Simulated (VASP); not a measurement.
Runs of VASP 6.6.1 on Mg3Ge2. The typed cell holds 5 atoms: a = 4.202 Å, b = 4.202 Å, c = 6.642 Å, α = 90.00°, β = 90.00°, γ = 60.00°. 

```csv
level,spin,k mesh,gap on the mesh (eV),pressure (GPa),largest force (eV/Å)
PBE,off,5 × 5 × 3,none,6.5,1.04
PBE,"collinear, ferromagnetic start",5 × 5 × 3,none,6.5,1.04
PBE+D4,off,5 × 5 × 3,none,(a),1.03
PBE,off,"5 × 5 × 3, shifted",none,6.6,1.08
```

Alike in all rows: task single point; potentials or basis VASP PAW PBE potentials, release 64 (Mg, Ge_d); cell as given; cutoff (eV) 520; smearing gaussian 0.2846 eV.

Task: Estimate the missing entries.

Result: (a) 4.6.

Caveats: forces of over 1 eV/Å act on the atoms, so gaps and moduli don't describe the material at rest; pairwise dispersion overbinds metals, which lowers pressure and volume (some runs).

A k mesh can miss the band edges, and the runs leave out spin-orbit coupling on Ge.

A gap of «none» marks levels without a gap at the run's occupations.
